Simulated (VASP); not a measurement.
# Cd4S (P4/mmm) in VASP: notebook

Runs on Cd4S. Level: PBE. Tasks: single point.

Program: VASP 6.6.1. These are calculated values, not measurements. Logs are shortened: lines on timing, memory, paths and dates and some standing lists are left out, and cuts for length are marked.

## (1) The cell of the first run

The structure is tetragonal, space group P4/mmm (No. 123). The conventional cell has a = 5.321 Å, b = 5.321 Å, c = 6.240 Å, α = 90.00°, β = 90.00°, γ = 90.00°. Within 3.5 Å of Cd (site symmetry mmm) lie 2 S at 2.66 Å and 4 Cd at 3.13 Å. Cd (site symmetry 4mm) has 6 Cd at 2.93 to 3.31 Å within 3.9 Å. Within 3.5 Å of S (site symmetry 4/mmm) lie 4 Cd at 2.66 Å.

The cell was generated, and may not be a known phase.

## (2) Single point, PBE

File INCAR:

```
SYSTEM = Cd4S
  PREC = Accurate
  ENCUT = 520
  EDIFF = 1E-6
  ISMEAR = 0
  SIGMA = 0.1
  LREAL = .False.
  LASPH = .True.
  NELM = 80
  ALGO = Normal
  ISIF = 2
  LWAVE = .False.
  LCHARG = .False.
  GGA = PE
  NBANDS = 35
```

File KPOINTS:

```
Automatic mesh
0
Gamma
  4 4 4
  0 0 0
```

File POSCAR:

```
Cd4S
1.0
    5.3207118016      0.0000000000      0.0000000000
    0.0000000000      5.3207118016      0.0000000000
    0.0000000000      0.0000000000      6.2399668232
Cd S
4 1
Direct
    0.0000000000      0.5000000000      0.5000000000
    0.5000000000      0.0000000000      0.5000000000
    0.0000000000      0.0000000000      0.2349956973
    0.0000000000      0.0000000000      0.7650043027
    0.5000000000      0.5000000000      0.5000000000
```

Potentials or basis: VASP PAW PBE potentials, release 64 (Cd, S).

Command:

```console
$ cat potpaw_PBE.64/Cd/POTCAR potpaw_PBE.64/S/POTCAR > POTCAR
$ mpirun -np 1 vasp_std > vasp.out
```

OUTCAR:

```text
SYSTEM = Cd4S
   PREC = Accurate
   ENCUT = 520
   EDIFF = 1E-6
   ISMEAR = 0
   LREAL = .False.
   LASPH = .True.
   NELM = 80
   ISIF = 2
   GGA = PE

 ion  position               nearest neighbor table
   1  0.000  0.500  0.500-   5 2.66   5 2.66   3 3.13   3 3.13   4 3.13   4 3.13   2 3.76   2 3.76
                             2 3.76   2 3.76
   2  0.500  0.000  0.500-   5 2.66   5 2.66   3 3.13   4 3.13   3 3.13   4 3.13   1 3.76   1 3.76
                             1 3.76   1 3.76
   3  0.000  0.000  0.235-   4 2.93   2 3.13   1 3.13   1 3.13   2 3.13   4 3.31
   4  0.000  0.000  0.765-   3 2.93   2 3.13   1 3.13   1 3.13   2 3.13   3 3.31
   5  0.500  0.500  0.500-   1 2.66   2 2.66   2 2.66   1 2.66

  LATTYP: Found a simple tetragonal cell.
 ALAT       =     5.3207118016
 C/A-ratio  =     1.1727691812

  Lattice vectors:

 A1 = (   5.3207118016,   0.0000000000,   0.0000000000)
 A2 = (   0.0000000000,   5.3207118016,   0.0000000000)
 A3 = (   0.0000000000,   0.0000000000,   6.2399668232)

Analysis of symmetry for initial positions (statically):
=====================================================================
 Subroutine PRICEL returns:
 Original cell was already a primitive cell.

 Routine SETGRP: Setting up the symmetry group for a
 simple tetragonal supercell.

 Subroutine GETGRP returns: Found 16 space group operations
 (whereof 16 operations were pure point group operations)
 out of a pool of 16 trial point group operations.

The static configuration has the point symmetry D_4h.

Analysis of symmetry for dynamics (positions and initial velocities):
=====================================================================
 Subroutine PRICEL returns:
 Original cell was already a primitive cell.

 Routine SETGRP: Setting up the symmetry group for a
 simple tetragonal supercell.

 Subroutine GETGRP returns: Found 16 space group operations
 (whereof 16 operations were pure point group operations)
 out of a pool of 16 trial point group operations.

The dynamic configuration has the point symmetry D_4h.

 Subroutine INISYM returns: Found 16 space group operations
 (whereof 16 operations are pure point group operations),
 and found     1 'primitive' translations

----------------------------------------------------------------------------------------

                                     Primitive cell

  volume of cell :     176.6533

  direct lattice vectors                    reciprocal lattice vectors
     5.320711802  0.000000000  0.000000000     0.187944778  0.000000000  0.000000000
     0.000000000  5.320711802  0.000000000     0.000000000  0.187944778  0.000000000
     0.000000000  0.000000000  6.239966823     0.000000000  0.000000000  0.160257262

  length of vectors
     5.320711802  5.320711802  6.239966823     0.187944778  0.187944778  0.160257262

  position of ions in fractional coordinates (direct lattice)
     0.000000000  0.500000000  0.500000000
     0.500000000  0.000000000  0.500000000
     0.000000000  0.000000000  0.234995697
     0.000000000  0.000000000  0.765004303
     0.500000000  0.500000000  0.500000000

  ion indices of the primitive-cell ions
   primitive index   ion index
                 1           1
                 2           2
                 3           3
                 4           4
                 5           5

----------------------------------------------------------------------------------------

 KPOINTS: Automatic mesh

Automatic generation of k-mesh.
 Grid dimensions read from file:
 generate k-points for:    4    4    4

 Generating k-lattice:

  Cartesian coordinates                     Fractional coordinates (reciprocal lattice)
     0.046986195  0.000000000  0.000000000     0.250000000  0.000000000  0.000000000
     0.000000000  0.046986195  0.000000000     0.000000000  0.250000000  0.000000000
     0.000000000  0.000000000  0.040064316     0.000000000  0.000000000  0.250000000

  Length of vectors
     0.046986195  0.046986195  0.040064316

  Shift w.r.t. Gamma in fractional coordinates (k-lattice)
     0.000000000  0.000000000  0.000000000

 Subroutine IBZKPT returns following result:
 ===========================================

 Found     18 irreducible k-points:

 Following reciprocal coordinates:
            Coordinates               Weight
  0.000000  0.000000  0.000000      1.000000
  0.250000  0.000000  0.000000      4.000000
  0.500000  0.000000  0.000000      2.000000
  0.250000  0.250000  0.000000      4.000000
  0.500000  0.250000  0.000000      4.000000
  0.500000  0.500000  0.000000      1.000000
[... 10 lines left out ...]
  0.500000  0.250000  0.500000      4.000000
  0.500000  0.500000  0.500000      1.000000
   k-points           NKPTS =     18   k-points in BZ     NKDIM =     18   number of bands    NBANDS=     35
   number of dos      NEDOS =    301   number of ions     NIONS =      5
   total plane-waves  NPLWV =  76800
   dimension x,y,z NGX =    40 NGY =   40 NGZ =   48
   dimension x,y,z NGXF=    80 NGYF=   80 NGZF=   96
   ions per type =               4   1
   NGX,Y,Z   is equivalent  to a cutoff of  12.50, 12.50, 12.79 a.u.
   NGXF,Y,Z  is equivalent  to a cutoff of  25.00, 25.00, 25.58 a.u.
 SYSTEM =  Cd4S
   PREC   = accura    normal or accurate (medium, high low for compatibility)
   ISTART =      0    job   : 0-new  1-cont  2-samecut
   ICHARG =      2    charge: 1-file 2-atom 10-const
   ISPIN  =      1    spin polarized calculation?
   LNONCOLLINEAR =      F non collinear calculations
   LSORBIT =      F    spin-orbit coupling
   LASPH  =      T    aspherical Exc in radial PAW
   ENCUT  =  520.0 eV  38.22 Ry    6.18 a.u.   9.89  9.89 11.60*2*pi/ulx,y,z
   NELM   =     80;   NELMIN=  2; NELMDL= -5     # of ELM steps
   EDIFF  = 0.1E-05   stopping-criterion for ELM
   LREAL  =      F    real-space projection
   EDIFFG = 0.1E-04   stopping-criterion for IOM
   NSW    =      0    number of steps for IOM
   IBRION =     -1    ionic relax: 0-MD 1-quasi-New 2-CG
   NFREE  =      0    steps in history (QN), initial steepest desc. (CG)
   ISIF   =      2    stress and relaxation
   ISYM   =      2    0-nonsym 1-usesym 2-fastsym
   POTIM  = 0.5000    time-step for ionic-motion
   TEBEG  =    0.0;   TEEND  =   0.0 temperature during run
   PSTRESS=    0.0 pullay stress
   NELECT =      54.0000    total number of electrons
   NUPDOWN=      -1.0000    fix difference up-down
   EMIN   =  10.00;   EMAX   =-10.00  energy-range for DOS
   EFERMI =   0.00;   METHOD = LEGACY
   ISMEAR =     0;   SIGMA  =   0.10  broadening in eV -4-tet -1-fermi 0-gaus
   EFERMI_NEDOS =   21; number of points for ismear=-14 and -15
   IALGO  =     38    algorithm
   IMIX   =      4    mixing-type and parameters
     AMIX     =   0.40;   BMIX     =  1.00
     AMIX_MAG =   1.60;   BMIX_MAG =  1.00
  volume/ion in A,a.u.               =      35.33       238.42
  Fermi-wavevector in a.u.,A,eV,Ry     =   1.102805  2.084000 16.547126  1.216179
  Thomas-Fermi vector in A             =   2.239254
   LORBIT       =      0    0 simple, 1 ext, 2 COOP (PROOUT), +10 PAW based schemes
   GGA     = PE    functional components
   LHFCALC =     F    Hartree Fock is set to
   AEXX    =    0.0000 exact exchange contribution
   IVDW    =     0    specifies the selected vdW correction
   LEPSILON=     F    determine dielectric tensor
   LRPA    =     F    only Hartree local field effects (RPA)
 non-spin polarized calculation
 Gauss-broadening in eV      SIGMA  =   0.10
  energy-cutoff  :      520.00
  volume of cell :      176.65
 maximum number of plane-waves:      4776
 NGX is ok and might be reduce to    40
   NGX = 19   NGY = 19   NGZ = 23

 number of electron      54.0000014 magnetization

 Free energy of the ion-electron system (eV)
  ---------------------------------------------------
  ext. energy  EPLUGINS =         0.00000000
  ---------------------------------------------------
  free energy    TOTEN  =        -6.37991780 eV

  energy without entropy =       -6.37372357  energy(sigma->0) =       -6.37682068

 E-fermi :   0.1577     XC(G=0):  -7.8642

 val. band max:        0.1490911909   @ k =   0.5000   0.5000   0.0000
 cond. band min:       0.2458236251   @ k =   0.2500   0.2500   0.0000
 fundamental gap:      0.0967324342
 Fermi energy:         0.1577312964

 k-point     1 :       0.0000    0.0000    0.0000
  band No.  band energies     occupation
      1     -12.5565      2.00000
      2      -8.8836      2.00000
      3      -8.6098      2.00000
      4      -8.5554      2.00000
      5      -8.5331      2.00000
      6      -8.5331      2.00000
[... 27 lines left out ...]
     34       5.0383      0.00000
     35       6.0956      0.00000

 k-point     2 :       0.2500    0.0000    0.0000
  band No.  band energies     occupation
      1     -12.4487      2.00000
      2      -8.8558      2.00000
      3      -8.6299      2.00000
      4      -8.5782      2.00000
      5      -8.5779      2.00000
      6      -8.5357      2.00000
[... 27 lines left out ...]
     34       5.5256      0.00000
     35       6.0909      0.00000

 k-point     3 :       0.5000    0.0000    0.0000
  band No.  band energies     occupation
      1     -12.3292      2.00000
      2      -8.7986      2.00000
      3      -8.7375      2.00000
      4      -8.6339      2.00000
      5      -8.6137      2.00000
      6      -8.5295      2.00000
[... 27 lines left out ...]
     34       5.5361      0.00000
     35       5.6073      0.00000
[... 495 lines left out ...]
 k-point    17 :       0.5000    0.2500    0.5000
  band No.  band energies     occupation
      1     -12.2087      2.00000
      2      -8.6643      2.00000
      3      -8.6473      2.00000
      4      -8.6417      2.00000
      5      -8.6021      2.00000
      6      -8.5779      2.00000
[... 27 lines left out ...]
     34       5.9876      0.00000
     35       6.0009      0.00000

 k-point    18 :       0.5000    0.5000    0.5000
  band No.  band energies     occupation
      1     -12.0744      2.00000
      2      -8.6808      2.00000
      3      -8.6726      2.00000
      4      -8.6726      2.00000
      5      -8.6367      2.00000
      6      -8.6367      2.00000
[... 27 lines left out ...]
     34       5.9883      0.00000
     35       6.1718      0.00000

------------------------ aborting loop because EDIFF is reached ----------------------------------------

  FORCE on cell =-STRESS in cart. coord.  units (eV):
  Direction    XX          YY          ZZ          XY          YZ          ZX
  --------------------------------------------------------------------------------------
  -------------------------------------------------------------------------------------
  Total        0.2549309      0.2549309      0.0844200      0.0000000      0.0000000     -0.0000000
  in kB        2.3121250      2.3121250      0.7656571      0.0000000      0.0000000     -0.0000000
  external PRESSURE =       1.7966357 kB  Pullay stress =       0.0000000 kB

 VOLUME and BASIS-vectors are now :
 -----------------------------------------------------------------------------
  energy-cutoff  :      520.00
  volume of cell :      176.65
      direct lattice vectors                 reciprocal lattice vectors
     5.320711802  0.000000000  0.000000000     0.187944778  0.000000000  0.000000000
     0.000000000  5.320711802  0.000000000     0.000000000  0.187944778  0.000000000
     0.000000000  0.000000000  6.239966823     0.000000000  0.000000000  0.160257262

 POSITION                                       TOTAL-FORCE (eV/Angst)
 -----------------------------------------------------------------------------------
      0.00000      2.66036      3.11998        -0.000000      0.000000      0.000000
      2.66036      0.00000      3.11998        -0.000000      0.000000      0.000000
      0.00000      0.00000      1.46637         0.000000     -0.000000     -0.002993
      0.00000      0.00000      4.77360         0.000000      0.000000      0.002993
      2.66036      2.66036      3.11998        -0.000000      0.000000      0.000000
 -----------------------------------------------------------------------------------
    total drift:                               -0.000000      0.000000     -0.000000

  FREE ENERGIE OF THE ION-ELECTRON SYSTEM (eV)
  ---------------------------------------------------
  free  energy   TOTEN  =        -6.3799177960 eV

  energy  without entropy=       -6.3737235681  energy(sigma->0) =       -6.37682068
```

Wall time 2.9 min (1 thread of Intel Xeon 8259CL, shared host); peak memory 0.27 GiB.

What came out:

```yaml
Free_energy: -6.3799 eV
Pressure: 0.2 GPa
Band_gap_on_the_k_mesh: zero (bands 27 and 28 overlap by 0.83 eV)
```

Forces in eV/Å, atoms in the order of the input:
```
Cd   0.000  0.000  0.000
Cd   0.000  0.000  0.000
Cd   0.000  0.000 -0.003
Cd   0.000  0.000  0.003
S    0.000  0.000  0.000
```

Levels at points of the mesh, in eV from the Fermi level:
```tsv
k point	band 25	band 26	band 27	band 28	band 29	band 30
(0.00, 0.00, 0.00)	-2.56	-0.63	-0.63	-0.12	1.46	1.46
(0.50, 0.00, 0.00)	-2.13	-1.92	-0.54	0.57	0.82	2.47
(0.50, 0.50, 0.00)	-1.52	-0.01	0.48	1.19	1.19	1.53
(0.00, 0.00, 0.50)	-3.46	-1.51	-0.57	2.12	2.12	3.12
(0.50, 0.00, 0.50)	-2.09	-1.96	-1.20	1.19	1.34	3.35
(0.50, 0.50, 0.50)	-2.55	-1.60	0.40	0.40	1.74	1.74
```

## (3) Single point, PBE

This run uses another cell than the first one, of 29.14 Å³/atom.

File INCAR:

```
SYSTEM = Cd4S
PREC     = Accurate       ! precision mode
ENCUT    = 520            ! plane-wave cutoff, eV
EDIFF    = 1E-6           ! SCF threshold, eV
ISMEAR   = 0              ! smearing method
SIGMA    = 0.1            ! smearing width, eV
LREAL    = .False.        ! projectors in reciprocal space
LASPH    = .True.         ! aspherical terms in the spheres
NELM     = 60             ! most SCF steps
ALGO     = Normal         ! electronic algorithm
ISIF     = 2              ! what is computed and relaxed
LWAVE    = .False.        ! write WAVECAR
LCHARG   = .False.        ! write CHGCAR
GGA      = PE             ! functional
NBANDS   = 35             ! bands
```

KPOINTS is that of step 2.

File POSCAR:

```
Cd4S
1.0
    4.5513015600      0.0000000000      0.0000000000
    0.0000000000      4.5513015600      0.0000000000
    0.0000000000      0.0000000000      7.0330996800
Cd S
4 1
Direct
    0.0000000000      0.5000000000      0.5000000000
    0.5000000000      0.0000000000      0.5000000000
    0.0000000000      0.0000000000      0.2771966400
    0.0000000000      0.0000000000      0.7228033600
    0.5000000000      0.5000000000      0.5000000000
```

Potentials or basis: VASP PAW PBE potentials, release 64 (Cd, S).

Command:

```console
$ cat potpaw_PBE.64/Cd/POTCAR potpaw_PBE.64/S/POTCAR > POTCAR
$ mpirun -np 1 vasp_std > vasp.out
```

OUTCAR:

```text
SYSTEM = Cd4S
   PREC = Accurate
   ENCUT = 520
   EDIFF = 1E-6
   ISMEAR = 0
   LREAL = .False.
   LASPH = .True.
   NELM = 60
   ISIF = 2
   GGA = PE

 ion  position               nearest neighbor table
   1  0.000  0.500  0.500-   5 2.28   5 2.28   3 2.76   3 2.76   4 2.76   4 2.76   2 3.22   2 3.22
                             2 3.22   2 3.22
   2  0.500  0.000  0.500-   5 2.28   5 2.28   3 2.76   4 2.76   3 2.76   4 2.76   1 3.22   1 3.22
                             1 3.22   1 3.22
   3  0.000  0.000  0.277-   1 2.76   2 2.76   1 2.76   2 2.76   4 3.13
   4  0.000  0.000  0.723-   1 2.76   2 2.76   1 2.76   2 2.76   3 3.13
   5  0.500  0.500  0.500-   1 2.28   2 2.28   2 2.28   1 2.28

  LATTYP: Found a simple tetragonal cell.
 ALAT       =     4.5513015600
 C/A-ratio  =     1.5452941510

  Lattice vectors:

 A1 = (   4.5513015600,   0.0000000000,   0.0000000000)
 A2 = (   0.0000000000,   4.5513015600,   0.0000000000)
 A3 = (   0.0000000000,   0.0000000000,   7.0330996800)

Analysis of symmetry for initial positions (statically):
[... 174 lines left out ...]

 val. band max:        1.5577261849   @ k =   0.5000   0.2500   0.0000
 cond. band min:       1.6306107708   @ k =   0.5000   0.2500   0.2500
 fundamental gap:      0.0728845859
 Fermi energy:         1.6177892365

 k-point     1 :       0.0000    0.0000    0.0000
  band No.  band energies     occupation
      1     -14.4632      2.00000
      2      -9.1880      2.00000
      3      -9.1496      2.00000
      4      -8.7150      2.00000
      5      -8.7150      2.00000
      6      -8.6595      2.00000
[... 673 lines left out ...]
     34       7.2035      0.00000
     35       7.7999      0.00000

------------------------ aborting loop because EDIFF is reached ----------------------------------------

  FORCE on cell =-STRESS in cart. coord.  units (eV):
  Direction    XX          YY          ZZ          XY          YZ          ZX
  --------------------------------------------------------------------------------------
  -------------------------------------------------------------------------------------
  Total       25.1205261     25.1205261      5.9306537      0.0000000      0.0000000      0.0000000
  in kB      276.2621048    276.2621048     65.2221562      0.0000000      0.0000000      0.0000000
  external PRESSURE =     205.9154553 kB  Pullay stress =       0.0000000 kB

 VOLUME and BASIS-vectors are now :
 -----------------------------------------------------------------------------
  energy-cutoff  :      520.00
  volume of cell :      145.69
      direct lattice vectors                 reciprocal lattice vectors
     4.551301560  0.000000000  0.000000000     0.219717368  0.000000000  0.000000000
     0.000000000  4.551301560  0.000000000     0.000000000  0.219717368  0.000000000
     0.000000000  0.000000000  7.033099680     0.000000000  0.000000000  0.142184818

 POSITION                                       TOTAL-FORCE (eV/Angst)
 -----------------------------------------------------------------------------------
      0.00000      2.27565      3.51655        -0.000000     -0.000000      0.000000
      2.27565      0.00000      3.51655        -0.000000     -0.000000      0.000000
      0.00000      0.00000      1.94955         0.000000      0.000000     -2.589425
      0.00000      0.00000      5.08355        -0.000000     -0.000000      2.589425
      2.27565      2.27565      3.51655        -0.000000     -0.000000      0.000000
 -----------------------------------------------------------------------------------
    total drift:                                0.000000     -0.000000      0.000000

  FREE ENERGIE OF THE ION-ELECTRON SYSTEM (eV)
  ---------------------------------------------------
  free  energy   TOTEN  =        -2.5013551671 eV

  energy  without entropy=       -2.4883028969  energy(sigma->0) =       -2.49482903
```

It took 2.6 min on 1 thread of Intel Xeon 8259CL, shared host; peak memory 0.25 GiB.

Results:

```
Free energy            : -2.5014 eV
Pressure               : 20.6 GPa
Largest force          : 2.589 eV/Å
Band gap on the k mesh : zero (bands 27 and 28 overlap by 0.63 eV)
```

Forces on the atoms (eV/Å):
```
Cd   0.000  0.000  0.000
Cd   0.000  0.000  0.000
Cd   0.000  0.000 -2.589
Cd   0.000  0.000  2.589
S    0.000  0.000  0.000
```

Caveat: the stress differs along the axes, from 7 to 28 GPa; semilocal functionals underestimate gaps, and a narrow one can read as zero; forces of over 1 eV/Å act on the atoms, so gaps and moduli don't describe the material at rest.

The gap in the log of VASP goes by the Fermi energy; the results here count the filled bands.